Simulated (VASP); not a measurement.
# LiF in VASP: notebook, part 2 of 2

VASP 6.6.1. Earlier steps stand in the parts before.

### 4 Single point, PBE

This run uses another cell than the first one.

The input, INCAR:

```
SYSTEM = LiF
PREC = Accurate
ENCUT = 520
EDIFF = 1E-7
ISMEAR = 0
SIGMA = 0.1
LREAL = .FALSE.
LASPH = .TRUE.
NELM = 60
ALGO = Normal
ISIF = 2
LWAVE = .FALSE.
LCHARG = .TRUE.
LDIPOL = .TRUE.
IDIPOL = 3
DIPOL = 0.5 0.5 0.294
GGA = PE
LELF = .TRUE.
LVHAR = .TRUE.
LVACPOTAV = .TRUE.
NBANDS = 12
```

The input, KPOINTS:

```
Automatic mesh
0
G
  6 6 1
  0 0 0
```

The input, POSCAR:

```
LiF
1.0
    2.6970185478      0.0000000000      0.0000000000
    0.0000000000      2.6970185478      0.0000000000
    0.0000000000      0.0000000000     23.8000000000
Li F
1 1
Direct
    0.5000000000      0.5000000000      0.2941176471
    0.0000000000      0.0000000000      0.2941176471
```

Potentials or basis: VASP PAW PBE potentials, release 64 (Li_sv, F).

On the command line:

```
> cat potpaw_PBE.64/Li_sv/POTCAR potpaw_PBE.64/F/POTCAR > POTCAR
> mpirun -np 1 vasp_std > vasp.out
```

OUTCAR:

```text
SYSTEM = LiF
   PREC = Accurate
   ENCUT = 520
   EDIFF = 1E-7
   ISMEAR = 0
   LREAL = .FALSE.
   LASPH = .TRUE.
   NELM = 60
   ISIF = 2
   GGA = PE

 ion  position               nearest neighbor table
   1  0.500  0.500  0.294-   2 1.91   2 1.91   2 1.91   2 1.91
   2  0.000  0.000  0.294-   1 1.91   1 1.91   1 1.91   1 1.91

  LATTYP: Found a simple tetragonal cell.
 ALAT       =     2.6970185478
 C/A-ratio  =     8.8245592599

  Lattice vectors:

 A1 = (   2.6970185478,   0.0000000000,   0.0000000000)
 A2 = (   0.0000000000,   2.6970185478,   0.0000000000)
 A3 = (   0.0000000000,   0.0000000000,  23.8000000000)

Analysis of symmetry for initial positions (statically):
=====================================================================
 Subroutine PRICEL returns:
 Original cell was already a primitive cell.

 Routine SETGRP: Setting up the symmetry group for a
 simple tetragonal supercell.

 Subroutine GETGRP returns: Found 16 space group operations
 (whereof  8 operations were pure point group operations)
 out of a pool of 16 trial point group operations.

The static configuration has the point symmetry C_4v.
 The point group associated with its full space group is D_4h.

Analysis of symmetry for dynamics (positions and initial velocities):
=====================================================================
 Subroutine PRICEL returns:
 Original cell was already a primitive cell.

 Routine SETGRP: Setting up the symmetry group for a
 simple tetragonal supercell.

 Subroutine GETGRP returns: Found 16 space group operations
 (whereof  8 operations were pure point group operations)
 out of a pool of 16 trial point group operations.

The dynamic configuration has the point symmetry C_4v.
 The point group associated with its full space group is D_4h.

 Subroutine INISYM returns: Found 16 space group operations
 (whereof  8 operations are pure point group operations),
 and found     1 'primitive' translations

----------------------------------------------------------------------------------------

                                     Primitive cell

  volume of cell :     173.1190

  direct lattice vectors                    reciprocal lattice vectors
     2.697018548  0.000000000  0.000000000     0.370779801  0.000000000  0.000000000
     0.000000000  2.697018548  0.000000000     0.000000000  0.370779801  0.000000000
     0.000000000  0.000000000 23.800000000     0.000000000  0.000000000  0.042016807

  length of vectors
     2.697018548  2.697018548 23.800000000     0.370779801  0.370779801  0.042016807

  position of ions in fractional coordinates (direct lattice)
     0.500000000  0.500000000  0.294117647
     0.000000000  0.000000000  0.294117647

  ion indices of the primitive-cell ions
   primitive index   ion index
                 1           1
                 2           2

----------------------------------------------------------------------------------------

 KPOINTS: Automatic mesh

Automatic generation of k-mesh.
 Grid dimensions read from file:
 generate k-points for:    6    6    1

 Generating k-lattice:

  Cartesian coordinates                     Fractional coordinates (reciprocal lattice)
     0.061796633  0.000000000  0.000000000     0.166666667  0.000000000  0.000000000
[... 34 lines left out ...]
 SYSTEM =  LiF
   PREC   = accura    normal or accurate (medium, high low for compatibility)
   ISTART =      0    job   : 0-new  1-cont  2-samecut
   ICHARG =      2    charge: 1-file 2-atom 10-const
   ISPIN  =      1    spin polarized calculation?
   LNONCOLLINEAR =      F non collinear calculations
   LSORBIT =      F    spin-orbit coupling
   LASPH  =      T    aspherical Exc in radial PAW
   ENCUT  =  520.0 eV  38.22 Ry    6.18 a.u.   5.01  5.01 44.25*2*pi/ulx,y,z
   NELM   =     60;   NELMIN=  2; NELMDL= -5     # of ELM steps
   EDIFF  = 0.1E-06   stopping-criterion for ELM
   LREAL  =      F    real-space projection
   EDIFFG = 0.1E-05   stopping-criterion for IOM
   NSW    =      0    number of steps for IOM
   IBRION =     -1    ionic relax: 0-MD 1-quasi-New 2-CG
   NFREE  =      0    steps in history (QN), initial steepest desc. (CG)
   ISIF   =      2    stress and relaxation
   ISYM   =      2    0-nonsym 1-usesym 2-fastsym
   POTIM  = 0.5000    time-step for ionic-motion
   TEBEG  =    0.0;   TEEND  =   0.0 temperature during run
   PSTRESS=    0.0 pullay stress
   NELECT =      10.0000    total number of electrons
   NUPDOWN=      -1.0000    fix difference up-down
   EMIN   =  10.00;   EMAX   =-10.00  energy-range for DOS
   EFERMI =   0.00;   METHOD = LEGACY
   ISMEAR =     0;   SIGMA  =   0.10  broadening in eV -4-tet -1-fermi 0-gaus
   EFERMI_NEDOS =   21; number of points for ismear=-14 and -15
   IALGO  =     38    algorithm
   IMIX   =      4    mixing-type and parameters
     AMIX     =   0.40;   BMIX     =  1.00
     AMIX_MAG =   1.60;   BMIX_MAG =  1.00
  volume/ion in A,a.u.               =      86.56       584.13
  Fermi-wavevector in a.u.,A,eV,Ry     =   0.632839  1.195892  5.448932  0.400485
  Thomas-Fermi vector in A             =   1.696292
   LORBIT       =      0    0 simple, 1 ext, 2 COOP (PROOUT), +10 PAW based schemes
   GGA     = PE    functional components
   LHFCALC =     F    Hartree Fock is set to
   AEXX    =    0.0000 exact exchange contribution
   IVDW    =     0    specifies the selected vdW correction
   LEPSILON=     F    determine dielectric tensor
   LRPA    =     F    only Hartree local field effects (RPA)
 non-spin polarized calculation
 Gauss-broadening in eV      SIGMA  =   0.10
  energy-cutoff  :      520.00
  volume of cell :      173.12
 maximum number of plane-waves:      4712
   NGX = 11   NGY = 11   NGZ = 89

 number of electron      10.0000000 magnetization

 dipolmoment           0.000000      0.000000      0.000003 electrons x Angstroem

 number of electron       9.9999983 magnetization

 dipolmoment           0.000000      0.000000     -0.000000 electrons x Angstroem

 Free energy of the ion-electron system (eV)
  ---------------------------------------------------
  ext. energy  EPLUGINS =         0.00000000
  ---------------------------------------------------
  free energy    TOTEN  =        -9.40298476 eV

  energy without entropy =       -9.40298476  energy(sigma->0) =       -9.40298476

 E-fermi :  -6.0834     XC(G=0):  -1.4054

 val. band max:       -6.6342557521   @ k =   0.5000   0.0000   0.0000
 cond. band min:      -0.4085618155   @ k =   0.0000   0.0000   0.0000
 fundamental gap:      6.2256939365
 Fermi energy:        -6.0834129671

 k-point     1 :       0.0000    0.0000    0.0000
  band No.  band energies     occupation
      1     -47.8842      2.00000
      2     -26.2412      2.00000
      3      -8.0298      2.00000
      4      -6.9965      2.00000
      5      -6.9965      2.00000
      6      -0.4086      0.00000
      7       0.2237      0.00000
      8       0.6836      0.00000
      9       1.1558      0.00000
     10       1.5222      0.00000
     11       2.4159      0.00000
     12       2.9694      0.00000
[... 121 lines left out ...]
 k-point    10 :       0.5000    0.5000    0.0000
  band No.  band energies     occupation
      1     -47.8174      2.00000
      2     -25.7236      2.00000
      3      -8.9753      2.00000
      4      -8.9753      2.00000
      5      -6.8791      2.00000
      6       8.0507      0.00000
      7       8.8110      0.00000
      8       9.1267      0.00000
      9       9.1267      0.00000
     10       9.2008      0.00000
     11       9.2008      0.00000
     12      10.1540      0.00000

------------------------ aborting loop because EDIFF is reached ----------------------------------------

 vacuum level on the upper side and lower side of the slab       (xc-potential included)        -0.083        -0.079

  FORCE on cell =-STRESS in cart. coord.  units (eV):
  Direction    XX          YY          ZZ          XY          YZ          ZX
  --------------------------------------------------------------------------------------
  -------------------------------------------------------------------------------------
  Total       -0.0278982     -0.0278982     -0.0510870      0.0000000      0.0000000      0.0000000
  in kB       -0.2581916     -0.2581916     -0.4727984      0.0000000      0.0000000      0.0000000
  external PRESSURE =      -0.3297272 kB  Pullay stress =       0.0000000 kB

 VOLUME and BASIS-vectors are now :
 -----------------------------------------------------------------------------
  energy-cutoff  :      520.00
  volume of cell :      173.12
      direct lattice vectors                 reciprocal lattice vectors
     2.697018548  0.000000000  0.000000000     0.370779801  0.000000000  0.000000000
     0.000000000  2.697018548  0.000000000     0.000000000  0.370779801  0.000000000
     0.000000000  0.000000000 23.800000000     0.000000000  0.000000000  0.042016807

 POSITION                                       TOTAL-FORCE (eV/Angst)
 -----------------------------------------------------------------------------------
      1.34851      1.34851      7.00000         0.000000      0.000000      0.000000
      0.00000      0.00000      7.00000        -0.000000      0.000000     -0.000000
 -----------------------------------------------------------------------------------
    total drift:                               -0.000000      0.000000     -0.000064

  FREE ENERGIE OF THE ION-ELECTRON SYSTEM (eV)
  ---------------------------------------------------
  free  energy   TOTEN  =        -9.4029847631 eV

  energy  without entropy=       -9.4029847631  energy(sigma->0) =       -9.40298476

 vacuum level on the upper side and lower side of the slab         0.603         0.603
```

OSZICAR:

```text
N       E                     dE             d eps       ncg     rms          rms(c)
DAV:   1     0.874393158658E+02    0.87439E+02   -0.42770E+03   264   0.607E+02
DAV:   2     0.152092966487E+01   -0.85918E+02   -0.77752E+02   320   0.164E+02
DAV:   3    -0.984485537377E+01   -0.11366E+02   -0.11188E+02   344   0.640E+01
[... 14 lines left out ...]
DAV:  18    -0.940297886672E+01   -0.74932E-05   -0.10626E-06   300   0.590E-03    0.528E-04
DAV:  19    -0.940298420567E+01   -0.53389E-05   -0.97928E-08   292   0.130E-03    0.705E-05
DAV:  20    -0.940298448575E+01   -0.28008E-06   -0.20545E-09   336   0.228E-04    0.518E-05
DAV:  21    -0.940298475844E+01   -0.27269E-06   -0.30659E-09   308   0.209E-04    0.231E-05
DAV:  22    -0.940298476307E+01   -0.46319E-08   -0.90767E-12   336   0.489E-05
   1 F= -.94029848E+01 E0= -.94029848E+01  d E =-.208192E-15
```

Wall time 32 s (1 thread of Intel Xeon Platinum 8259CL at 2.50GHz (Skylake/Cascade Lake), shared host); peak memory 0.24 GiB.

What came out:

* Free energy: -9.4030 eV
* Band gap on the k mesh: 6.23 eV (least direct gap 6.59 eV)
* Ionisation potential of the upper face: 7.24 eV

Caveat: the cutoff is under 1.25 times the usual one of these potentials, so pressure, stress and relaxed cells hold a basis-set (Pulay) error.
